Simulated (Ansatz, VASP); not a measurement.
# Ir in VASP and in Ansatz

Contents of INCAR:

```
ALGO = Normal ; EDIFF = 1E-8
ENCUT = 520 ; GGA = PE
ISIF = 2 ; ISMEAR = -1
LASPH = T ; LCHARG = F
LEFG = T ; LREAL = F
LWAVE = F ; NBANDS = 10
NELM = 60 ; PREC = Accurate
SIGMA = 0.08
```

KPOINTS

```
k-points
0
Gamma
  19 19 19
```

Contents of POSCAR:

```
Ir
1.0
   -1.5398139508      1.5398139508      1.5398139508
    1.5398139508     -1.5398139508      1.5398139508
    1.5398139508      1.5398139508     -1.5398139508
Ir
1
Direct
    0.0000000000      0.0000000000      0.0000000000
```

Input for Ansatz:

```yaml
crystal:
  lattice:
    - [-1.5398139508, 1.5398139508, 1.5398139508]
    - [1.5398139508, -1.5398139508, 1.5398139508]
    - [1.5398139508, 1.5398139508, -1.5398139508]
  atoms:
    - { symbol: Ir, position: [0.0, 0.0, 0.0] }
kpoints:
  mp_grid: { grid: [19, 19, 19] }
scf:
  occupations: { method: fermi_dirac, width: 0.08 }
hamiltonian:
  xc: pbe
  pseudopotentials: { kind: paw }
output:
  forces: true
  stress: true
  eigenvalues: true
  efg: { contact_densities: true }
```

Change from the starting cell: volume scaled by 0.97, PAW files.

Alike in both runs: task electric field gradients; functional PBE; k mesh 19 × 19 × 19; occupations fermi-dirac, width 0.08 eV; no spin polarisation.

|  | VASP | Ansatz |
| --- | --- | --- |
| version | VASP 6.6.1 | Ansatz 0.2.0 |
| potentials or method | VASP PAW PBE potentials, release 64 (Ir) | PAW with Ansatz's default frozen-core files, scalar-relativistic |
| plane-wave cutoff (eV) | 520 | 420 |
| valence electrons in the cell | 9 | 17 |

|  | VASP | Ansatz | Ansatz less VASP |
| --- | --- | --- | --- |
| pressure (GPa) | 10.7 | 10.1 | -0.58 |

VASP's potentials hold 9 valence electrons a cell and Ansatz's 17, so a difference there can come from the potentials and not from the codes.

Neither program's run includes spin-orbit coupling.
